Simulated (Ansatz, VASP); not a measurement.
# Ni: VASP and Ansatz over several settings

```
Ni
1.0
     2.44802    0.00000    0.00000
    -1.22401    2.12005    0.00000
     0.00000    0.00000    4.07281
Ni
2
Direct
  0.66667 0.33333 0.75000
  0.33333 0.66667 0.25000
```

Single points on this cell with VASP 6.6.1 and Ansatz 0.2.0. Each row is one pair of runs. Alike in all rows: smearing: fermi-dirac, width 0.05 eV; Ansatz's potentials, cutoff: Ansatz PAW, 420 eV.

```csv
level,spin,k mesh,"VASP's potentials, cutoff","pressure (GPa), VASP","pressure (GPa), Ansatz","net moment per atom (μB), VASP","net moment per atom (μB), Ansatz"
PBEsol,"collinear, typed start",12 × 12 × 7,"VASP PAW PBE potentials, release 64 (Ni), 520 eV",-3.2,-3.0,0.63,0.65
PBEsol,"non-collinear, typed start",9 × 9 × 5,"VASP PAW PBE potentials, release 64 (Ni), 520 eV",-3.6,-3.6,0.54,0.55
PBE,"collinear, zero start",10 × 10 × 6,"VASP PAW PBE potentials, release 64 (Ni_sv_GW), 590 eV",2.0,6.0,0.00,0.00
PBEsol,off,12 × 12 × 7,"VASP PAW PBE potentials, release 64 (Ni_sv_GW), 590 eV",-8.4,-4.3,-,-
PBE,"collinear, typed start",10 × 10 × 6,"VASP PAW PBE potentials, release 64 (Ni_sv_GW), 590 eV",2.1,6.1,0.25,0.25
PBEsol,"collinear, zero start",10 × 10 × 6,"VASP PAW PBE potentials, release 64 (Ni_sv_GW), 590 eV",-8.0,-4.3,0.00,0.00
PBEsol,"collinear, typed start",10 × 10 × 6,"VASP PAW PBE potentials, release 64 (Ni_sv_GW), 590 eV",-6.4,-2.4,0.75,0.75
PBE,"collinear, typed start",12 × 12 × 7,"VASP PAW PBE potentials, release 64 (Ni), 520 eV",7.0,7.3,0.63,0.65
```

Pressure (GPa): the two programs differ by at most 4.12; net moment per atom (μB): the two programs differ by at most 0.017.

VASP's potentials hold 20 valence electrons a cell and Ansatz's 36 in some rows, so a difference there can come from the potentials and not from the codes.

In some rows the two programs ended in different magnetic states.
